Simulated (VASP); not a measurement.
A run of VASP 6.6.1 is set up as follows.

INCAR

```
PREC = Accurate
ENCUT = 520
EDIFF = 1E-6
ISMEAR = 0
SIGMA = 0.02
LREAL = False
LASPH = True
NELM = 100
ALGO = Normal
ISIF = 2
LWAVE = False
LCHARG = True
GGA = PE
LELF = True
LVHAR = True
NBANDS = 66
```

Contents of KPOINTS:

```
regular mesh
0
Gamma
  12 12 2
```

POSCAR

```
Ga3As2P
1.0
    3.9919828983      0.0000000289      0.0000000000
   -1.9959914742      3.4571585870      0.0000000000
    0.0000000000      0.0000000000     19.7518597000
Ga P As
6 2 4
Direct
    0.6666666667      0.3333333333      0.1667140000
    0.6666666667      0.3333333333      0.4967230000
    0.6666666667      0.3333333333      0.8366780000
    0.3333333333      0.6666666667      0.9967230000
    0.3333333333      0.6666666667      0.3366780000
    0.3333333333      0.6666666667      0.6667140000
    0.6666666667      0.3333333333      0.9581190000
    0.3333333333      0.6666666667      0.4581190000
    0.6666666667      0.3333333333      0.2927280000
    0.6666666667      0.3333333333      0.6230380000
    0.3333333333      0.6666666667      0.1230380000
    0.3333333333      0.6666666667      0.7927280000
```

Potentials or basis: VASP PAW PBE potentials, release 64 (Ga_d, P, As).

Command:

```bash
$ cat potpaw_PBE.64/Ga_d/POTCAR potpaw_PBE.64/P/POTCAR potpaw_PBE.64/As/POTCAR > POTCAR
$ mpirun -np 1 vasp_std > vasp.out
```

Question: Estimate the largest force.

Answer: 0.013 eV/Å.

Question: What does it give for the band gap on the k mesh?

Answer: 0.53 eV.

Question: Estimate the pressure.

Answer: 0.1 GPa.

Forces on the atoms (eV/Å):
```
Ga   0.000  0.000 -0.004
Ga   0.000  0.000 -0.013
Ga   0.000  0.000  0.010
Ga   0.000  0.000 -0.013
Ga   0.000  0.000  0.010
Ga   0.000  0.000 -0.004
P    0.000  0.000  0.001
P    0.000  0.000  0.001
As   0.000  0.000  0.003
As   0.000  0.000  0.003
As   0.000  0.000  0.003
As   0.000  0.000  0.003
```

Caveat: semilocal functionals underestimate gaps, and a narrow one can read as zero. A k mesh can miss the band edges.
